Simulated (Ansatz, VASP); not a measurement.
**ScAl7N8 in VASP and in Ansatz**

POSCAR

```
ScAl7N8
1.0
    3.1604103708     -0.0042289037      5.0183057398
    3.1604103708      0.0042289037     -5.0183057398
   -3.1604103708      5.4814893108     -0.0046206973
Sc Al N
1 7 8
Direct
    0.1371666700      0.1961666700      0.3333333300
    0.1371666700      0.1961666700      0.8333333300
    0.6371666700      0.6961666700      0.3333333300
    0.6371666700      0.6961666700      0.8333333300
    0.0538333300      0.6128333300      0.1666666700
    0.5538333300      0.1128333300      0.1666666700
    0.0538333300      0.6128333300      0.6666666700
    0.5538333300      0.1128333300      0.6666666700
    0.3871666700      0.9461666700      0.3333333300
    0.8871666700      0.4461666700      0.3333333300
    0.3871666700      0.9461666700      0.8333333300
    0.8871666700      0.4461666700      0.8333333300
    0.3038333300      0.3628333300      0.1666666700
    0.3038333300      0.3628333300      0.6666666700
    0.8038333300      0.8628333300      0.1666666700
    0.8038333300      0.8628333300      0.6666666700
```

INCAR.step1

```
SYSTEM = ScAl7N8
PREC = Accurate ; ENCUT = 520
ISMEAR = 0 ; SIGMA = 0.01
LREAL = Auto ; LASPH = .TRUE.
NELM = 60 ; NBANDS = 50
GGA = PE ; ALGO = Normal
EDIFF = 1E-4 ; LWAVE = .TRUE.
LCHARG = .FALSE.
```

The input INCAR.step2:

```
SYSTEM = ScAl7N8
PREC = Accurate ; ENCUT = 520
EDIFF = 1E-6 ; ISMEAR = 0
SIGMA = 0.01 ; LREAL = Auto
LASPH = .TRUE. ; NELM = 60
ALGO = Normal ; ISIF = 2
LWAVE = .FALSE. ; LCHARG = .TRUE.
METAGGA = R2SCAN ; LMIXTAU = .TRUE.
LELF = .TRUE. ; LVHAR = .TRUE.
NBANDS = 50 ; ISTART = 1
```

KPOINTS

```
regular mesh
0
G
  6 6 6
  0 0 0
```

Input for Ansatz:

```yaml
crystal:
  lattice:
    - [3.1604103708, -0.0042289037, 5.0183057398]
    - [3.1604103708, 0.0042289037, -5.0183057398]
    - [-3.1604103708, 5.4814893108, -0.0046206973]
  atoms:
    - { symbol: Sc, position: [0.13716667, 0.19616667, 0.33333333] }
    - { symbol: Al, position: [0.13716667, 0.19616667, 0.83333333] }
    - { symbol: Al, position: [0.63716667, 0.69616667, 0.33333333] }
    - { symbol: Al, position: [0.63716667, 0.69616667, 0.83333333] }
    - { symbol: Al, position: [0.05383333, 0.61283333, 0.16666667] }
    - { symbol: Al, position: [0.55383333, 0.11283333, 0.16666667] }
    - { symbol: Al, position: [0.05383333, 0.61283333, 0.66666667] }
    - { symbol: Al, position: [0.55383333, 0.11283333, 0.66666667] }
    - { symbol: "N", position: [0.38716667, 0.94616667, 0.33333333] }
    - { symbol: "N", position: [0.88716667, 0.44616667, 0.33333333] }
    - { symbol: "N", position: [0.38716667, 0.94616667, 0.83333333] }
    - { symbol: "N", position: [0.88716667, 0.44616667, 0.83333333] }
    - { symbol: "N", position: [0.30383333, 0.36283333, 0.16666667] }
    - { symbol: "N", position: [0.30383333, 0.36283333, 0.66666667] }
    - { symbol: "N", position: [0.80383333, 0.86283333, 0.16666667] }
    - { symbol: "N", position: [0.80383333, 0.86283333, 0.66666667] }
basis:
  ecutwfc: 600.0
  xc_grid: 2
kpoints:
  mp_grid: { grid: [6, 6, 6] }
hamiltonian:
  xc: r2scan
  pseudopotentials: { kind: paw, azcp: { folder: soft_1 } }
scf:
  occupations: { method: fixed }
output:
  forces: true
  stress: true
  eigenvalues: true
  polarization: {}
```

Change from the starting cell: polar distortion scaled by 0.00.

Alike in both runs: task single point; functional r2SCAN; k mesh 6 × 6 × 6; no spin polarisation.

```csv
,VASP,Ansatz
version,VASP 6.6.1,Ansatz 0.2.0
potentials or method,"VASP PAW PBE potentials, release 64 (Sc_sv, Al, N), cutoff 520 eV","scalar-relativistic, plane waves, PAW"
occupations,"gaussian, width 0.01 eV",fixed
valence electrons in the cell,72,72
```

```tsv
	VASP	Ansatz	Ansatz less VASP
gap on the k mesh at the Fermi level (eV)	2.93	2.91	-0.016
least direct gap on the mesh (eV)	2.93	2.91	-0.016
pressure (GPa)	9.0	8.8	-0.20
traceless stress, the component that is largest in VASP (GPa)	-22.26	-21.76	+0.502
rms of the force components (eV/Å)	1.339	1.284	-0.0548
```

VASP's potentials were made for PBE, not for r2SCAN. Atom by atom the forces differ by 0.055 eV/Å (rms over components).
